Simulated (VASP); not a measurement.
# Cd2S (P3m1) in VASP: settings compared, part 2 of 2

VASP 6.6.1. Earlier steps stand in the parts before.

## (5) Single point, LDA

This run uses another cell than the first one, of 24.75 Å³/atom, 0.904 times its volume.

INCAR reads:

```
SYSTEM = Cd2S
PREC = Accurate ; ENCUT = 520
EDIFF = 1E-6 ; ISMEAR = -1
SIGMA = 0.05 ; LREAL = .False.
LASPH = .True. ; NELM = 60
ALGO = Normal ; ISIF = 2
LWAVE = .False. ; LCHARG = .False.
GGA = CA ; NBANDS = 22
```

KPOINTS reads:

```
regular mesh
0
Gamma
  8 8 5
  0 0 0
```

POSCAR reads:

```
Cd2S
1.0
    3.8817765334      0.0000000000      0.0000000000
   -1.9408882667      3.3617170898      0.0000000000
    0.0000000000      0.0000000000      5.6906037861
Cd S
2 1
Direct
    0.3333333333      0.6666666667      0.9327170000
    0.6666666667      0.3333333333      0.5787350000
    0.3333333333      0.6666666667      0.3657050000
```

Potentials or basis: VASP PAW LDA potentials, release 64 (Cd, S).

Launch:

```sh
$ cat potpaw_LDA.64/Cd/POTCAR potpaw_LDA.64/S/POTCAR > POTCAR
$ mpirun -np 1 vasp_std > vasp.out
```

OUTCAR:

```text
SYSTEM = Cd2S
   PREC = Accurate
   ENCUT = 520
   EDIFF = 1E-6
   ISMEAR = -1
   LREAL = .False.
   LASPH = .True.
   NELM = 60
   ISIF = 2
   GGA = CA

 ion  position               nearest neighbor table
   1  0.333  0.667  0.933-   3 2.46   2 3.01   2 3.01   2 3.01   3 3.23
   2  0.667  0.333  0.579-   3 2.55   3 2.55   3 2.55   1 3.01   1 3.01   1 3.01
   3  0.333  0.667  0.366-   1 2.46   2 2.55   2 2.55   2 2.55   1 3.23

  LATTYP: Found a hexagonal cell.
 ALAT       =     3.8817765334
 C/A-ratio  =     1.4659792333

  Lattice vectors:

 A1 = (   3.8817765334,   0.0000000000,   0.0000000000)
 A2 = (  -1.9408882667,   3.3617170898,   0.0000000000)
 A3 = (   0.0000000000,   0.0000000000,   5.6906037861)

Analysis of symmetry for initial positions (statically):
=====================================================================
 Subroutine PRICEL returns:
 Original cell was already a primitive cell.

 Routine SETGRP: Setting up the symmetry group for a
 hexagonal supercell.

 Subroutine GETGRP returns: Found  6 space group operations
 (whereof  6 operations were pure point group operations)
 out of a pool of 24 trial point group operations.

The static configuration has the point symmetry C_3v.

Analysis of symmetry for dynamics (positions and initial velocities):
=====================================================================
 Subroutine PRICEL returns:
 Original cell was already a primitive cell.

 Routine SETGRP: Setting up the symmetry group for a
 hexagonal supercell.

 Subroutine GETGRP returns: Found  6 space group operations
 (whereof  6 operations were pure point group operations)
 out of a pool of 24 trial point group operations.

The dynamic configuration has the point symmetry C_3v.

 Subroutine INISYM returns: Found  6 space group operations
 (whereof  6 operations are pure point group operations),
 and found     1 'primitive' translations

----------------------------------------------------------------------------------------

                                     Primitive cell

  volume of cell :      74.2592

  direct lattice vectors                    reciprocal lattice vectors
     3.881776533  0.000000000  0.000000000     0.257614005  0.148733515  0.000000000
    -1.940888267  3.361717090  0.000000000     0.000000000  0.297467030  0.000000000
     0.000000000  0.000000000  5.690603786     0.000000000  0.000000000  0.175728277

  length of vectors
     3.881776533  3.881776533  5.690603786     0.297467030  0.297467030  0.175728277

  position of ions in fractional coordinates (direct lattice)
     0.333333333  0.666666667  0.932717000
     0.666666667  0.333333333  0.578735000
     0.333333333  0.666666667  0.365705000

  ion indices of the primitive-cell ions
   primitive index   ion index
                 1           1
                 2           2
                 3           3

----------------------------------------------------------------------------------------

 KPOINTS: regular mesh

Automatic generation of k-mesh.
 Grid dimensions read from file:
 generate k-points for:    8    8    5

 Generating k-lattice:

  Cartesian coordinates                     Fractional coordinates (reciprocal lattice)
     0.032201751  0.018591689  0.000000000     0.125000000  0.000000000  0.000000000
     0.000000000  0.037183379  0.000000000     0.000000000  0.125000000  0.000000000
     0.000000000  0.000000000  0.035145655     0.000000000  0.000000000  0.200000000

  Length of vectors
     0.037183379  0.037183379  0.035145655

  Shift w.r.t. Gamma in fractional coordinates (k-lattice)
     0.000000000  0.000000000  0.000000000

 Subroutine IBZKPT returns following result:
 ===========================================

 Found     40 irreducible k-points:

 Following reciprocal coordinates:
            Coordinates               Weight
  0.000000  0.000000  0.000000      1.000000
  0.125000 -0.000000  0.000000      6.000000
  0.250000 -0.000000  0.000000      6.000000
  0.375000 -0.000000  0.000000      6.000000
  0.500000 -0.000000  0.000000      3.000000
  0.125000  0.125000  0.000000      6.000000
[... 16 lines left out ...]
 -0.125000  0.500000  0.200000     12.000000
  0.250000  0.250000  0.200000     12.000000
 [... further k-points ...]
   k-points           NKPTS =     40   k-points in BZ     NKDIM =     40   number of bands    NBANDS=     22
   number of dos      NEDOS =    301   number of ions     NIONS =      3
   total plane-waves  NPLWV =  37800
   dimension x,y,z NGX =    30 NGY =   30 NGZ =   42
   dimension x,y,z NGXF=    60 NGYF=   60 NGZF=   84
   ions per type =               2   1
   NGX,Y,Z   is equivalent  to a cutoff of  12.85, 12.85, 12.27 a.u.
   NGXF,Y,Z  is equivalent  to a cutoff of  25.70, 25.70, 24.54 a.u.
 SYSTEM =  Cd2S
   PREC   = accura    normal or accurate (medium, high low for compatibility)
   ISTART =      0    job   : 0-new  1-cont  2-samecut
   ICHARG =      2    charge: 1-file 2-atom 10-const
   ISPIN  =      1    spin polarized calculation?
   LNONCOLLINEAR =      F non collinear calculations
   LSORBIT =      F    spin-orbit coupling
   LASPH  =      T    aspherical Exc in radial PAW
   ENCUT  =  520.0 eV  38.22 Ry    6.18 a.u.   7.22  7.22 10.58*2*pi/ulx,y,z
   NELM   =     60;   NELMIN=  2; NELMDL= -5     # of ELM steps
   EDIFF  = 0.1E-05   stopping-criterion for ELM
   LREAL  =      F    real-space projection
   EDIFFG = 0.1E-04   stopping-criterion for IOM
   NSW    =      0    number of steps for IOM
   IBRION =     -1    ionic relax: 0-MD 1-quasi-New 2-CG
   NFREE  =      0    steps in history (QN), initial steepest desc. (CG)
   ISIF   =      2    stress and relaxation
   ISYM   =      2    0-nonsym 1-usesym 2-fastsym
   POTIM  = 0.5000    time-step for ionic-motion
   TEBEG  =    0.0;   TEEND  =   0.0 temperature during run
   PSTRESS=    0.0 pullay stress
   NELECT =      30.0000    total number of electrons
   NUPDOWN=      -1.0000    fix difference up-down
   EMIN   =  10.00;   EMAX   =-10.00  energy-range for DOS
   EFERMI =   0.00;   METHOD = LEGACY
   ISMEAR =    -1;   SIGMA  =   0.05  broadening in eV -4-tet -1-fermi 0-gaus
   EFERMI_NEDOS =   21; number of points for ismear=-14 and -15
   IALGO  =     38    algorithm
   IMIX   =      4    mixing-type and parameters
     AMIX     =   0.40;   BMIX     =  1.00
     AMIX_MAG =   1.60;   BMIX_MAG =  1.00
  volume/ion in A,a.u.               =      24.75       167.04
  Fermi-wavevector in a.u.,A,eV,Ry     =   1.210223  2.286989 19.927618  1.464639
  Thomas-Fermi vector in A             =   2.345776
   LORBIT       =      0    0 simple, 1 ext, 2 COOP (PROOUT), +10 PAW based schemes
   GGA     = CA    functional components
   LHFCALC =     F    Hartree Fock is set to
   AEXX    =    0.0000 exact exchange contribution
   IVDW    =     0    specifies the selected vdW correction
   LEPSILON=     F    determine dielectric tensor
   LRPA    =     F    only Hartree local field effects (RPA)
 non-spin polarized calculation
  energy-cutoff  :      520.00
  volume of cell :       74.26
 maximum number of plane-waves:      2015
 NGX is ok and might be reduce to    30
   NGX = 15   NGY = 15   NGZ = 21

 number of electron      30.0000016 magnetization

 Free energy of the ion-electron system (eV)
  ---------------------------------------------------
  ext. energy  EPLUGINS =         0.00000000
  ---------------------------------------------------
  free energy    TOTEN  =        -8.17360012 eV

  energy without entropy =       -8.17171133  energy(sigma->0) =       -8.17265573

 E-fermi :   1.6348     XC(G=0):  -9.9605

 val. band max:        1.5109400723   @ k =   0.3750   0.2500   0.2000
 cond. band min:       1.7188563728   @ k =   0.5000  -0.0000   0.2000
 fundamental gap:      0.2079163005
 Fermi energy:         1.6348391609

 k-point     1 :       0.0000    0.0000    0.0000
  band No.  band energies     occupation
      1     -11.3566      2.00000
      2      -6.9109      2.00000
      3      -6.9109      2.00000
      4      -6.8415      2.00000
      5      -6.8415      2.00000
      6      -6.7327      2.00000
[... 14 lines left out ...]
     21      10.0921      0.00000
     22      11.7207      0.00000
[... 552 lines left out ...]
  band No.  band energies     occupation
      1     -10.8953      2.00000
      2      -6.9995      2.00000
      3      -6.9311      2.00000
      4      -6.7462      2.00000
      5      -6.7262      2.00000
      6      -6.5711      2.00000
[... 14 lines left out ...]
     21       9.2745      0.00000
     22      10.0953      0.00000

 [... further k-points ...]
[... 5 lines left out ...]
  --------------------------------------------------------------------------------------
  -------------------------------------------------------------------------------------
  Total       -0.9318046     -0.9318046     -0.9694061      0.0000000     -0.0000000      0.0000000
  in kB      -20.1041354    -20.1041354    -20.9154065      0.0000000     -0.0000000      0.0000000
  external PRESSURE =     -20.3745591 kB  Pullay stress =       0.0000000 kB

 VOLUME and BASIS-vectors are now :
 -----------------------------------------------------------------------------
  energy-cutoff  :      520.00
  volume of cell :       74.26
      direct lattice vectors                 reciprocal lattice vectors
     3.881776533  0.000000000  0.000000000     0.257614005  0.148733515  0.000000000
    -1.940888267  3.361717090  0.000000000     0.000000000  0.297467030  0.000000000
     0.000000000  0.000000000  5.690603786     0.000000000  0.000000000  0.175728277

 POSITION                                       TOTAL-FORCE (eV/Angst)
 -----------------------------------------------------------------------------------
     -0.00000      2.24114      5.30772        -0.000000      0.000000     -0.151328
      1.94089      1.12057      3.29335         0.000000      0.000000      0.101781
     -0.00000      2.24114      2.08108         0.000000     -0.000000      0.049547
 -----------------------------------------------------------------------------------
    total drift:                                0.000000     -0.000000      0.000259

  FREE ENERGIE OF THE ION-ELECTRON SYSTEM (eV)
  ---------------------------------------------------
  free  energy   TOTEN  =        -8.1736001244 eV

  energy  without entropy=       -8.1717113310  energy(sigma->0) =       -8.17265573
```

Run time: 39 s. Hardware: 1 thread of Intel Xeon Platinum 8488C (Sapphire Rapids), shared host; peak memory 0.19 GiB.

What came out:

| Item | Value |
| --- | --- |
| Free energy | -8.1736 eV |
| Pressure | -2.0 GPa |
| Largest force | 0.151 eV/Å |
| Band gap on the k mesh | 0.21 eV, indirect (least direct gap 0.58 eV) |

Forces in eV/Å, atoms in the order of the input:
```
Cd   0.000  0.000 -0.151
Cd   0.000  0.000  0.102
S    0.000  0.000  0.050
```

Stress tensor (GPa, compression positive):
```
-2.01  0.00  0.00
 0.00 -2.01  0.00
 0.00  0.00 -2.09
```

## (6) Single point, PBEsol

This run uses another cell than the first one, of 24.75 Å³/atom, 0.904 times its volume.

INCAR reads:

```
SYSTEM = Cd2S
ALGO = Normal
EDIFF = 1E-6
ENCUT = 520
GGA = PS
ISIF = 2
ISMEAR = -1
LASPH = .TRUE.
LCHARG = .FALSE.
LREAL = .FALSE.
LWAVE = .FALSE.
NBANDS = 22
NELM = 80
PREC = Accurate
SIGMA = 0.05
```

KPOINTS reads:

```
k-points
0
G
  8 8 5
  0 0 0
```

POSCAR is that of step 5.

Potentials or basis: VASP PAW PBE potentials, release 64 (Cd, S).

Launch:

```sh
$ cat potpaw_PBE.64/Cd/POTCAR potpaw_PBE.64/S/POTCAR > POTCAR
$ mpirun -np 1 vasp_std > vasp.out
```

OUTCAR:

```text
SYSTEM = Cd2S
   EDIFF = 1E-6
   ENCUT = 520
   GGA = PS
   ISIF = 2
   ISMEAR = -1
   LASPH = .TRUE.
   LREAL = .FALSE.
   NELM = 80
   PREC = Accurate

 ion  position               nearest neighbor table
   1  0.333  0.667  0.933-   3 2.46   2 3.01   2 3.01   2 3.01   3 3.23
   2  0.667  0.333  0.579-   3 2.55   3 2.55   3 2.55   1 3.01   1 3.01   1 3.01
   3  0.333  0.667  0.366-   1 2.46   2 2.55   2 2.55   2 2.55   1 3.23

  LATTYP: Found a hexagonal cell.
 ALAT       =     3.8817765334
 C/A-ratio  =     1.4659792333

  Lattice vectors:

 A1 = (   3.8817765334,   0.0000000000,   0.0000000000)
 A2 = (  -1.9408882667,   3.3617170898,   0.0000000000)
 A3 = (   0.0000000000,   0.0000000000,   5.6906037861)

Analysis of symmetry for initial positions (statically):
=====================================================================
 Subroutine PRICEL returns:
 Original cell was already a primitive cell.

 Routine SETGRP: Setting up the symmetry group for a
 hexagonal supercell.

 Subroutine GETGRP returns: Found  6 space group operations
 (whereof  6 operations were pure point group operations)
 out of a pool of 24 trial point group operations.
[... 159 lines left out ...]
  ext. energy  EPLUGINS =         0.00000000
  ---------------------------------------------------
  free energy    TOTEN  =        -7.30575238 eV

  energy without entropy =       -7.30379125  energy(sigma->0) =       -7.30477181

 E-fermi :   1.7519     XC(G=0):  -9.7887

 val. band max:        1.6319983873   @ k =   0.3750   0.2500   0.2000
 cond. band min:       1.8319252249   @ k =   0.5000  -0.0000   0.2000
 fundamental gap:      0.1999268375
 Fermi energy:         1.7519040553

 k-point     1 :       0.0000    0.0000    0.0000
  band No.  band energies     occupation
      1     -11.3181      2.00000
      2      -6.7968      2.00000
      3      -6.7968      2.00000
      4      -6.7264      2.00000
      5      -6.7264      2.00000
      6      -6.6202      2.00000
[... 589 lines left out ...]
     21       9.4134      0.00000
     22      10.2185      0.00000

 [... further k-points ...]
[... 5 lines left out ...]
  --------------------------------------------------------------------------------------
  -------------------------------------------------------------------------------------
  Total       -0.1068971     -0.1068971      0.2414395      0.0000000      0.0000000      0.0000000
  in kB       -2.3063569     -2.3063569      5.2091735      0.0000000      0.0000000      0.0000000
  external PRESSURE =       0.1988199 kB  Pullay stress =       0.0000000 kB

 VOLUME and BASIS-vectors are now :
 -----------------------------------------------------------------------------
  energy-cutoff  :      520.00
  volume of cell :       74.26
      direct lattice vectors                 reciprocal lattice vectors
     3.881776533  0.000000000  0.000000000     0.257614005  0.148733515  0.000000000
    -1.940888267  3.361717090  0.000000000     0.000000000  0.297467030  0.000000000
     0.000000000  0.000000000  5.690603786     0.000000000  0.000000000  0.175728277

 POSITION                                       TOTAL-FORCE (eV/Angst)
 -----------------------------------------------------------------------------------
     -0.00000      2.24114      5.30772        -0.000000     -0.000000     -0.131007
      1.94089      1.12057      3.29335         0.000000      0.000000      0.126454
     -0.00000      2.24114      2.08108         0.000000     -0.000000      0.004553
 -----------------------------------------------------------------------------------
    total drift:                                0.000000     -0.000000      0.000443

  FREE ENERGIE OF THE ION-ELECTRON SYSTEM (eV)
  ---------------------------------------------------
  free  energy   TOTEN  =        -7.3057523775 eV

  energy  without entropy=       -7.3037912482  energy(sigma->0) =       -7.30477181
```

OSZICAR:

```text
N       E                     dE             d eps       ncg     rms          rms(c)
DAV:   1     0.209278330289E+03    0.20928E+03   -0.15101E+04  1760   0.128E+03
DAV:   2     0.939020344360E+00   -0.20834E+03   -0.19916E+03  1960   0.329E+02
DAV:   3    -0.797630277487E+01   -0.89153E+01   -0.88679E+01  2170   0.701E+01
DAV:   4    -0.804484053767E+01   -0.68538E-01   -0.68528E-01  1892   0.573E+00
DAV:   5    -0.804569549972E+01   -0.85496E-03   -0.85495E-03  2156   0.617E-01    0.900E+00
DAV:   6    -0.732357748323E+01    0.72212E+00   -0.14674E+00  2312   0.134E+01    0.667E+00
DAV:   7    -0.731369424829E+01    0.98832E-02   -0.41844E-01  2072   0.408E+00    0.300E+00
DAV:   8    -0.730771593573E+01    0.59783E-02   -0.57919E-02  1934   0.235E+00    0.353E-01
DAV:   9    -0.730570592674E+01    0.20100E-02   -0.12308E-02  2102   0.116E+00    0.160E-01
DAV:  10    -0.730574191513E+01   -0.35988E-04   -0.91443E-04  1892   0.265E-01    0.113E-01
DAV:  11    -0.730576005233E+01   -0.18137E-04   -0.22906E-04  2018   0.110E-01    0.437E-02
DAV:  12    -0.730575167646E+01    0.83759E-05   -0.36239E-05  2062   0.506E-02    0.162E-02
DAV:  13    -0.730575237748E+01   -0.70102E-06   -0.38457E-06  1922   0.165E-02
   1 F= -.73057524E+01 E0= -.73047718E+01  d E =-.196113E-02
```

Wall time 43 s (1 thread of Intel Xeon Platinum 8488C (Sapphire Rapids), shared host); peak memory 0.21 GiB.

What came out:

```
Free energy            : -7.3058 eV
Pressure               : 0.0 GPa
Largest force          : 0.131 eV/Å
Band gap on the k mesh : 0.20 eV, indirect (least direct gap 0.59 eV)
```

Forces in eV/Å, atoms in the order of the input:
```
Cd   0.000  0.000 -0.131
Cd   0.000  0.000  0.126
S    0.000  0.000  0.005
```

Caveat: the PAW data sets were made with another functional, which shifts forces and pressure a little. A k mesh can miss the band edges.

## (7) Summary

```tsv
level	potentials or basis	cell	gap on the mesh (eV)	pressure (GPa)	largest force (eV/Å)
PBE	VASP PAW PBE potentials, release 64 (Cd, S)	a = 4.015, b = 4.015, c = 5.886 Å, angles 90.0, 90.0, 120.0°, 3 atoms	0.27	-1.4	0.19
PBE	VASP PAW PBE potentials, release 64 (Cd, S)	a = 4.040, b = 4.040, c = 5.923 Å, angles 90.0, 90.0, 120.0°, 3 atoms	0.29	-2.1	0.25
r2SCAN	VASP PAW PBE potentials, release 64 (Cd, S)	a = 3.989, b = 3.989, c = 5.848 Å, angles 90.0, 90.0, 120.0°, 3 atoms	0.30	-2.3	0.09
LDA	VASP PAW LDA potentials, release 64 (Cd, S)	a = 3.882, b = 3.882, c = 5.691 Å, angles 90.0, 90.0, 120.0°, 3 atoms	0.21	-2.0	0.15
PBEsol	VASP PAW PBE potentials, release 64 (Cd, S)	a = 3.882, b = 3.882, c = 5.691 Å, angles 90.0, 90.0, 120.0°, 3 atoms	0.20	0.0	0.13
```

Alike in all rows: task single point; no spin polarisation; k mesh 8 × 8 × 5; cutoff (eV) 520; smearing fermi-dirac 0.05 eV.

Caveats: the PAW data sets were made with another functional, which shifts forces and pressure a little (some runs).

Absolute energies hang on the potentials; compare differences alone.
